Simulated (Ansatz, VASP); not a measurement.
**One calculation of AlRu2, two programs**

```
CELL_PARAMETERS angstrom
6.13100 0.00000 0.00000
0.00000 6.13100 0.00000
0.00000 0.00000 2.69529
ATOMIC_POSITIONS crystal
Al 0.00000 0.00000 0.00000
Al 0.50000 0.50000 0.50000
Ru 0.26702 0.26702 0.00000
Ru 0.23298 0.76702 0.50000
Ru 0.73298 0.73298 0.00000
Ru 0.76702 0.23298 0.50000
```

Alike in both runs: functional PBE; k mesh 4 × 4 × 6; occupations gaussian, width 0.1 eV; no spin polarisation.

Ansatz relaxed the structure, and its values are those at the end. VASP's run is a single point on that final structure, the one shown.

```csv
,VASP,Ansatz
version,VASP 6.6.1,Ansatz 0.2.0
potentials or method,"VASP PAW PBE potentials, release 64 (Al, Ru_pv), cutoff 520 eV","scalar-relativistic, plane waves, PAW"
valence electrons in the cell,62,70
```

|  | VASP | Ansatz | Ansatz less VASP |
| --- | --- | --- | --- |
| gap on the k mesh at the Fermi level (eV) | none | none | - |
| pressure (GPa) | 0.2 | 0.2 | 0.00 |
| rms of the force components (eV/Å) | 0.007 | 0.008 | +0.0014 |

A gap of «none» marks a metal or a gap that the smearing closes. The functional is the same, so the differences come from potentials, cutoffs and numerics. VASP's potentials hold 62 valence electrons a cell and Ansatz's 70, so a difference there can come from the potentials and not from the codes.

The k mesh is coarse, so the values compare programs but aren't converged.
